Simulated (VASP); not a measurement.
# S (R-3) in VASP: further runs

Runs on S. Level: PBEsol. Tasks: single point.

All numbers are computed with VASP 6.6.1; they aren't measurements. Logs are shortened: lines on timing, memory, paths and dates and some standing lists are left out, and cuts for length are marked.

**1. The cell of the first run**

It takes space group R-3 (No. 148, trigonal). The conventional cell has a = 10.339 Å, b = 10.339 Å, c = 4.178 Å, α = 90.00°, β = 90.00°, γ = 120.00°. Within 2.7 Å of S (site symmetry 1) lie 2 S at 2.08 Å.

**2. Single point, PBEsol (21.49 Å³/atom)**

INCAR reads:

```
SYSTEM = S
  PREC = Accurate
  ENCUT = 520
  EDIFF = 1E-7
  ISMEAR = 0
  SIGMA = 0.02
  LREAL = .FALSE.
  LASPH = .TRUE.
  NELM = 100
  ALGO = Normal
  ISIF = 2
  LWAVE = .FALSE.
  LCHARG = .TRUE.
  GGA = PS
  LELF = .TRUE.
  LVHAR = .TRUE.
  NBANDS = 27
```

KPOINTS reads:

```
Automatic mesh
0
G
  6 6 6
  0 0 0
```

POSCAR reads:

```
S
1.0
    5.1693947010      2.9845514222      1.3926675118
   -5.1693947010      2.9845514222      1.3926675118
    0.0000000000     -5.9691028444      1.3926675117
S
6
Direct
    0.2631486431      0.1515873172      0.9094909162
    0.9094909162      0.2631486431      0.1515873172
    0.1515873172      0.9094909162      0.2631486431
    0.7368513569      0.8484126828      0.0905090838
    0.0905090838      0.7368513569      0.8484126828
    0.8484126828      0.0905090838      0.7368513569
```

Potentials or basis: VASP PAW PBE potentials, release 64 (S).

The run is started by

```console
$ cat potpaw_PBE.64/S/POTCAR > POTCAR
$ mpirun -np 1 vasp_std > vasp.out
```

OUTCAR:

```text
SYSTEM = S
   PREC = Accurate
   ENCUT = 520
   EDIFF = 1E-7
   ISMEAR = 0
   LREAL = .FALSE.
   LASPH = .TRUE.
   NELM = 100
   ISIF = 2
   GGA = PS

 ion  position               nearest neighbor table
   1  0.263  0.152  0.909-   6 2.08   5 2.08
   2  0.909  0.263  0.152-   6 2.08   4 2.08
   3  0.152  0.909  0.263-   4 2.08   5 2.08
   4  0.737  0.848  0.091-   3 2.08   2 2.08
   5  0.091  0.737  0.848-   3 2.08   1 2.08
   6  0.848  0.091  0.737-   1 2.08   2 2.08

  LATTYP: Found a trigonal (rhomboedric) cell.
 ALAT       =     6.1294136396
 COS(alpha) =    -0.4225630414

  Lattice vectors:

 A1 = (   5.1693947010,   2.9845514222,   1.3926675118)
 A2 = (  -5.1693947010,   2.9845514222,   1.3926675118)
 A3 = (   0.0000000000,  -5.9691028444,   1.3926675117)

Analysis of symmetry for initial positions (statically):
=====================================================================
 Subroutine PRICEL returns:
 Original cell was already a primitive cell.

 Routine SETGRP: Setting up the symmetry group for a
 trigonal (rhombohedral) supercell.

 Subroutine GETGRP returns: Found  6 space group operations
 (whereof  6 operations were pure point group operations)
 out of a pool of 12 trial point group operations.

The static configuration has the point symmetry S_6 .

Analysis of symmetry for dynamics (positions and initial velocities):
=====================================================================
 Subroutine PRICEL returns:
 Original cell was already a primitive cell.

 Routine SETGRP: Setting up the symmetry group for a
 trigonal (rhombohedral) supercell.

 Subroutine GETGRP returns: Found  6 space group operations
 (whereof  6 operations were pure point group operations)
 out of a pool of 12 trial point group operations.

The dynamic configuration has the point symmetry S_6 .

 Subroutine INISYM returns: Found  6 space group operations
 (whereof  6 operations are pure point group operations),
 and found     1 'primitive' translations

----------------------------------------------------------------------------------------

                                     Primitive cell

  volume of cell :     128.9192

  direct lattice vectors                    reciprocal lattice vectors
     5.169394701  2.984551422  1.392667512     0.096723123  0.055843121  0.239348826
    -5.169394701  2.984551422  1.392667512    -0.096723123  0.055843121  0.239348826
     0.000000000 -5.969102844  1.392667512     0.000000000 -0.111686242  0.239348826

  length of vectors
     6.129413640  6.129413640  6.129413640     0.264124359  0.264124359  0.264124359

  position of ions in fractional coordinates (direct lattice)
     0.263148643  0.151587317  0.909490916
     0.909490916  0.263148643  0.151587317
     0.151587317  0.909490916  0.263148643
     0.736851357  0.848412683  0.090509084
     0.090509084  0.736851357  0.848412683
     0.848412683  0.090509084  0.736851357

  ion indices of the primitive-cell ions
   primitive index   ion index
                 1           1
                 2           2
                 3           3
                 4           4
                 5           5
                 6           6

----------------------------------------------------------------------------------------

 KPOINTS: Automatic mesh

Automatic generation of k-mesh.
 Grid dimensions read from file:
 generate k-points for:    6    6    6

 Generating k-lattice:

  Cartesian coordinates                     Fractional coordinates (reciprocal lattice)
     0.016120521  0.009307187  0.039891471     0.166666667 -0.000000000 -0.000000000
    -0.016120521  0.009307187  0.039891471    -0.000000000  0.166666667 -0.000000000
     0.000000000 -0.018614374  0.039891471    -0.000000000 -0.000000000  0.166666667

  Length of vectors
     0.044020727  0.044020727  0.044020727

  Shift w.r.t. Gamma in fractional coordinates (k-lattice)
     0.000000000  0.000000000  0.000000000

 Subroutine IBZKPT returns following result:
 ===========================================

 Found     40 irreducible k-points:

 Following reciprocal coordinates:
            Coordinates               Weight
  0.000000  0.000000  0.000000      1.000000
  0.166667 -0.000000  0.000000      6.000000
  0.333333 -0.000000  0.000000      6.000000
  0.500000  0.000000  0.000000      3.000000
  0.166667  0.166667  0.000000      6.000000
  0.333333  0.166667  0.000000      6.000000
[... 16 lines left out ...]
  0.333333  0.333333  0.166667      6.000000
  0.500000  0.333333  0.166667      6.000000
 [... further k-points ...]
   k-points           NKPTS =     40   k-points in BZ     NKDIM =     40   number of bands    NBANDS=     27
   number of dos      NEDOS =    301   number of ions     NIONS =      6
   total plane-waves  NPLWV = 110592
   dimension x,y,z NGX =    48 NGY =   48 NGZ =   48
   dimension x,y,z NGXF=    96 NGYF=   96 NGZF=   96
   ions per type =               6
   NGX,Y,Z   is equivalent  to a cutoff of  13.02, 13.02, 13.02 a.u.
   NGXF,Y,Z  is equivalent  to a cutoff of  26.04, 26.04, 26.04 a.u.
 SYSTEM =  S
   PREC   = accura    normal or accurate (medium, high low for compatibility)
   ISTART =      0    job   : 0-new  1-cont  2-samecut
   ICHARG =      2    charge: 1-file 2-atom 10-const
   ISPIN  =      1    spin polarized calculation?
   LNONCOLLINEAR =      F non collinear calculations
   LSORBIT =      F    spin-orbit coupling
   LASPH  =      T    aspherical Exc in radial PAW
   ENCUT  =  520.0 eV  38.22 Ry    6.18 a.u.  11.40 11.40 11.40*2*pi/ulx,y,z
   NELM   =    100;   NELMIN=  2; NELMDL= -5     # of ELM steps
   EDIFF  = 0.1E-06   stopping-criterion for ELM
   LREAL  =      F    real-space projection
   EDIFFG = 0.1E-05   stopping-criterion for IOM
   NSW    =      0    number of steps for IOM
   IBRION =     -1    ionic relax: 0-MD 1-quasi-New 2-CG
   NFREE  =      0    steps in history (QN), initial steepest desc. (CG)
   ISIF   =      2    stress and relaxation
   ISYM   =      2    0-nonsym 1-usesym 2-fastsym
   POTIM  = 0.5000    time-step for ionic-motion
   TEBEG  =    0.0;   TEEND  =   0.0 temperature during run
   PSTRESS=    0.0 pullay stress
   NELECT =      36.0000    total number of electrons
   NUPDOWN=      -1.0000    fix difference up-down
   EMIN   =  10.00;   EMAX   =-10.00  energy-range for DOS
   EFERMI =   0.00;   METHOD = LEGACY
   ISMEAR =     0;   SIGMA  =   0.02  broadening in eV -4-tet -1-fermi 0-gaus
   EFERMI_NEDOS =   21; number of points for ismear=-14 and -15
   IALGO  =     38    algorithm
   IMIX   =      4    mixing-type and parameters
     AMIX     =   0.40;   BMIX     =  1.00
     AMIX_MAG =   1.60;   BMIX_MAG =  1.00
  volume/ion in A,a.u.               =      21.49       145.00
  Fermi-wavevector in a.u.,A,eV,Ry     =   1.070048  2.022097 15.578702  1.145002
  Thomas-Fermi vector in A             =   2.205746
   LORBIT       =      0    0 simple, 1 ext, 2 COOP (PROOUT), +10 PAW based schemes
   GGA     = PS    functional components
   LHFCALC =     F    Hartree Fock is set to
   AEXX    =    0.0000 exact exchange contribution
   IVDW    =     0    specifies the selected vdW correction
   LEPSILON=     F    determine dielectric tensor
   LRPA    =     F    only Hartree local field effects (RPA)
 non-spin polarized calculation
 Gauss-broadening in eV      SIGMA  =   0.02
  energy-cutoff  :      520.00
  volume of cell :      128.92
 maximum number of plane-waves:      3489
 NGX is ok and might be reduce to    48
   NGX = 23   NGY = 23   NGZ = 23

 number of electron      35.9999999 magnetization

 Free energy of the ion-electron system (eV)
  ---------------------------------------------------
  ext. energy  EPLUGINS =         0.00000000
  ---------------------------------------------------
  free energy    TOTEN  =       -26.08848546 eV

  energy without entropy =      -26.08848546  energy(sigma->0) =      -26.08848546

 E-fermi :   3.7935     XC(G=0):  -9.3860

 val. band max:        3.6810457396   @ k =   0.5000   0.5000   0.5000
 cond. band min:       5.5996319467   @ k =   0.3333  -0.1667  -0.3333
 fundamental gap:      1.9185862071
 Fermi energy:         3.7935320344

 k-point     1 :       0.0000    0.0000    0.0000
  band No.  band energies     occupation
      1     -13.2315      2.00000
      2     -11.0439      2.00000
      3     -11.0439      2.00000
      4      -8.0788      2.00000
      5      -8.0788      2.00000
      6      -5.3863      2.00000
[... 19 lines left out ...]
     26      10.4279      0.00000
     27      10.7790      0.00000

 k-point     2 :       0.1667   -0.0000    0.0000
  band No.  band energies     occupation
      1     -13.1570      2.00000
      2     -11.1040      2.00000
      3     -11.0498      2.00000
      4      -8.0704      2.00000
      5      -7.9707      2.00000
      6      -5.4417      2.00000
[... 19 lines left out ...]
     26      10.4887      0.00000
     27      10.6825      0.00000

 k-point     3 :       0.3333   -0.0000    0.0000
  band No.  band energies     occupation
      1     -12.9916      2.00000
      2     -11.2330      2.00000
      3     -11.0617      2.00000
      4      -8.0515      2.00000
      5      -7.7457      2.00000
      6      -5.6166      2.00000
[... 19 lines left out ...]
     26      10.7942      0.00000
     27      11.1243      0.00000

 k-point     4 :       0.5000    0.0000    0.0000
  band No.  band energies     occupation
      1     -12.8979      2.00000
      2     -11.3050      2.00000
      3     -11.0678      2.00000
      4      -8.0413      2.00000
      5      -7.6259      2.00000
      6      -5.7322      2.00000
[... 19 lines left out ...]
     26      11.2734      0.00000
     27      11.6177      0.00000
[... 516 lines left out ...]
      4      -8.0819      2.00000
      5      -7.9113      2.00000
      6      -5.2899      2.00000
[... 19 lines left out ...]
     26      10.4542      0.00000
     27      11.0344      0.00000

 k-point    23 :       0.3333    0.3333    0.1667
  band No.  band energies     occupation
      1     -12.8563      2.00000
      2     -11.5260      2.00000
      3     -11.3285      2.00000
      4      -7.9420      2.00000
      5      -7.6279      2.00000
      6      -5.3286      2.00000
[... 19 lines left out ...]
     26      10.0610      0.00000
     27      10.4881      0.00000

 k-point    24 :       0.5000    0.3333    0.1667
  band No.  band energies     occupation
      1     -12.8983      2.00000
      2     -11.5788      2.00000
      3     -11.2891      2.00000
      4      -8.0976      2.00000
      5      -7.6328      2.00000
      6      -4.9877      2.00000
[... 19 lines left out ...]
     26      10.0787      0.00000
     27      10.6539      0.00000

 [... further k-points ...]

------------------------ aborting loop because EDIFF is reached ----------------------------------------

  FORCE on cell =-STRESS in cart. coord.  units (eV):
  Direction    XX          YY          ZZ          XY          YZ          ZX
  --------------------------------------------------------------------------------------
  -------------------------------------------------------------------------------------
  Total        0.0813542      0.0813542      0.2564955      0.0000000      0.0000000      0.0000000
  in kB        1.0110506      1.0110506      3.1876668      0.0000003      0.0000000      0.0000000
  external PRESSURE =       1.7365894 kB  Pullay stress =       0.0000000 kB

 VOLUME and BASIS-vectors are now :
 -----------------------------------------------------------------------------
  energy-cutoff  :      520.00
  volume of cell :      128.92
      direct lattice vectors                 reciprocal lattice vectors
     5.169394701  2.984551422  1.392667512     0.096723123  0.055843121  0.239348826
    -5.169394701  2.984551422  1.392667512    -0.096723123  0.055843121  0.239348826
     0.000000000 -5.969102844  1.392667512     0.000000000 -0.111686242  0.239348826

 POSITION                                       TOTAL-FORCE (eV/Angst)
 -----------------------------------------------------------------------------------
      0.57670     -4.19104      1.84421        -0.025573     -0.078129     -0.070858
      3.34120      2.59496      1.84421         0.080448      0.016918     -0.070858
     -3.91790      1.59608      1.84421        -0.054876      0.061211     -0.070858
     -0.57670      4.19104      2.33379         0.025573      0.078129      0.070858
     -3.34120     -2.59496      2.33379        -0.080448     -0.016918      0.070858
      3.91790     -1.59608      2.33379         0.054876     -0.061211      0.070858
 -----------------------------------------------------------------------------------
    total drift:                               -0.000000      0.000000     -0.000000

  FREE ENERGIE OF THE ION-ELECTRON SYSTEM (eV)
  ---------------------------------------------------
  free  energy   TOTEN  =       -26.0884854576 eV

  energy  without entropy=      -26.0884854576  energy(sigma->0) =      -26.08848546
```

It took 73 s on 1 thread of Intel Xeon 6975P-C (Granite Rapids), shared host; peak memory 0.34 GiB.

Results:

| Item | Value |
| --- | --- |
| Free energy | -26.0885 eV |
| Pressure | 0.2 GPa |
| Largest force | 0.109 eV/Å |
| Band gap on the k mesh | 1.92 eV (least direct gap 1.99 eV) |

Forces on the atoms (eV/Å):
```
S   -0.026 -0.078 -0.071
S    0.080  0.017 -0.071
S   -0.055  0.061 -0.071
S    0.026  0.078  0.071
S   -0.080 -0.017  0.071
S    0.055 -0.061  0.071
```

Caveat: this functional lacks dispersion, which holds the molecules together, so the pressure and a relaxed volume are unreliable; the PAW data sets were made with another functional, which shifts forces and pressure a little. A k mesh can miss the band edges.

**3. Single point, PBEsol (22.17 Å³/atom)**

This run uses another cell than the first one, of 22.17 Å³/atom.

INCAR reads:

```
SYSTEM = S
ALGO     = Normal         ! electronic algorithm
EDIFF    = 1E-6           ! SCF threshold, eV
ENCUT    = 520            ! plane-wave cutoff, eV
GGA      = PS             ! functional
ISIF     = 2              ! what is computed and relaxed
ISMEAR   = 0              ! smearing method
LASPH    = .TRUE.         ! aspherical terms in the spheres
LCHARG   = .TRUE.         ! write CHGCAR
LELF     = .TRUE.         ! ELF
LREAL    = .FALSE.        ! projectors in reciprocal space
LVHAR    = .TRUE.       
LWAVE    = .FALSE.        ! write WAVECAR
NBANDS   = 27             ! bands
NELM     = 60             ! most SCF steps
PREC     = Accurate       ! precision mode
SIGMA    = 0.02           ! smearing width, eV
```

KPOINTS reads:

```
k-points
0
G
  6 6 6
  0 0 0
```

POSCAR reads:

```
S
1.0
    5.1862130995      2.9942615290      1.4278086089
   -5.1862130995      2.9942615290      1.4278086089
    0.0000000000     -5.9885230581      1.4278086088
S
6
Direct
    0.2597374491      0.1489300378      0.9072473126
    0.9072473126      0.2597374491      0.1489300378
    0.1489300378      0.9072473126      0.2597374491
    0.7402625509      0.8510699622      0.0927526874
    0.0927526874      0.7402625509      0.8510699622
    0.8510699622      0.0927526874      0.7402625509
```

Potentials or basis: VASP PAW PBE potentials, release 64 (S).

The run is started by

```console
$ cat potpaw_PBE.64/S/POTCAR > POTCAR
$ mpirun -np 1 vasp_std > vasp.out
```

It took 72 s on 1 thread of Intel Xeon 6975P-C (Granite Rapids), shared host; peak memory 0.35 GiB.

Results (log left out):

- Free energy: -26.1003 eV
- Pressure: -0.1 GPa
- Largest force: 0.107 eV/Å
- Band gap on the k mesh: 2.00 eV (least direct gap 2.08 eV)

Forces on the atoms (eV/Å):
```
S   -0.025 -0.077 -0.070
S    0.079  0.017 -0.070
S   -0.054  0.060 -0.070
S    0.025  0.077  0.070
S   -0.079 -0.017  0.070
S    0.054 -0.060  0.070
```

Stress tensor (GPa, compression positive):
```
-0.21  0.00  0.00
 0.00 -0.21  0.00
 0.00  0.00 -0.01
```

Levels at points of the mesh, in eV from the valence-band top:
```csv
k point,band 15,band 16,band 17,band 18,band 19,band 20,band 21,band 22
"(0.00, 0.00, 0.00)",-0.94,-0.94,-0.73,-0.73,2.43,2.43,3.37,3.37
"(0.50, 0.00, 0.00)",-1.35,-1.03,-0.47,-0.18,2.43,2.82,3.08,3.80
"(0.50, 0.50, 0.00)",-1.42,-1.26,-1.00,-0.49,2.19,2.61,3.16,3.35
"(0.50, 0.50, 0.50)",-1.57,-1.25,-1.25,0.00,2.08,2.08,2.65,4.16
```

Caveat: this functional lacks dispersion, which holds the molecules together, so the pressure and a relaxed volume are unreliable; the PAW data sets were made with another functional, which shifts forces and pressure a little. A k mesh can miss the band edges.

**4. Single point, PBEsol**

This run uses another cell than the first one, of 22.86 Å³/atom.

INCAR reads:

```
SYSTEM = S
ALGO = Normal
EDIFF = 1E-7
ENCUT = 520
GGA = PS
ISIF = 2
ISMEAR = 0
LASPH = .True.
LCHARG = .True.
LELF = .True.
LREAL = .False.
LVHAR = .True.
LWAVE = .False.
NBANDS = 27
NELM = 80
PREC = Accurate
SIGMA = 0.02
```

KPOINTS reads:

```
k-points
0
Gamma
  6 6 6
  0 0 0
```

POSCAR reads:

```
S
1.0
    5.2093132668      3.0075984168      1.4589420025
   -5.2093132668      3.0075984168      1.4589420025
    0.0000000000     -6.0151968337      1.4589420024
S
6
Direct
    0.2565548155      0.1462768607      0.9055104912
    0.9055104912      0.2565548155      0.1462768607
    0.1462768607      0.9055104912      0.2565548155
    0.7434451845      0.8537231393      0.0944895088
    0.0944895088      0.7434451845      0.8537231393
    0.8537231393      0.0944895088      0.7434451845
```

The run is started by

```console
$ cat potpaw_PBE.64/S/POTCAR > POTCAR
$ mpirun -np 1 vasp_std > vasp.out
```

It took 78 s on 1 thread of Intel Xeon 6975P-C (Granite Rapids), shared host; peak memory 0.34 GiB.

It converged, with:

```yaml
Free_energy: -26.1051 eV
Pressure: -0.4 GPa
Largest_force: 0.101 eV/Å
Band_gap_on_the_k_mesh: 2.06 eV (least direct gap 2.15 eV)
```

Forces in eV/Å, atoms in the order of the input:
```
S   -0.025 -0.074 -0.064
S    0.077  0.015 -0.064
S   -0.052  0.059 -0.064
S    0.025  0.074  0.064
S   -0.077 -0.015  0.064
S    0.052 -0.059  0.064
```

Stress tensor (GPa, compression positive):
```
-0.48  0.00  0.00
 0.00 -0.48  0.00
 0.00  0.00 -0.21
```

Levels at points of the mesh, in eV from the valence-band top:
```csv
k point,band 15,band 16,band 17,band 18,band 19,band 20,band 21,band 22
"(0.00, 0.00, 0.00)",-0.89,-0.89,-0.69,-0.69,2.48,2.48,3.44,3.44
"(0.50, 0.00, 0.00)",-1.26,-0.98,-0.45,-0.12,2.50,2.91,3.08,3.84
"(0.50, 0.50, 0.00)",-1.32,-1.18,-0.96,-0.46,2.24,2.72,3.23,3.34
"(0.50, 0.50, 0.50)",-1.51,-1.16,-1.16,0.00,2.15,2.15,2.79,4.19
```

Caveat: this functional lacks dispersion, which holds the molecules together, so the pressure and a relaxed volume are unreliable; the PAW data sets were made with another functional, which shifts forces and pressure a little. A hybrid or GW would open this gap; PBEsol tends to underestimate it.

**5. The runs side by side**

| cell | gap on the mesh (eV) | pressure (GPa) | largest force (eV/Å) |
| --- | --- | --- | --- |
| a = 6.129 Å, angles 115.0°, 6 atoms, atomic positions A | 1.92 | 0.2 | 0.11 |
| a = 6.156 Å, angles 114.8°, 6 atoms, atomic positions B | 2.00 | -0.1 | 0.11 |
| a = 6.190 Å, angles 114.6°, 6 atoms, atomic positions C | 2.06 | -0.4 | 0.10 |

Alike in all rows: task single point; level PBEsol; potentials or basis VASP PAW PBE potentials, release 64 (S); no spin polarisation; k mesh 6 × 6 × 6; cutoff (eV) 520; smearing gaussian 0.02 eV.

Caveats: this functional lacks dispersion, which holds the molecules together, so the pressure and a relaxed volume are unreliable; the PAW data sets were made with another functional, which shifts forces and pressure a little.

Total energies depend on the potentials used, so only differences within one code and one set of settings carry meaning.
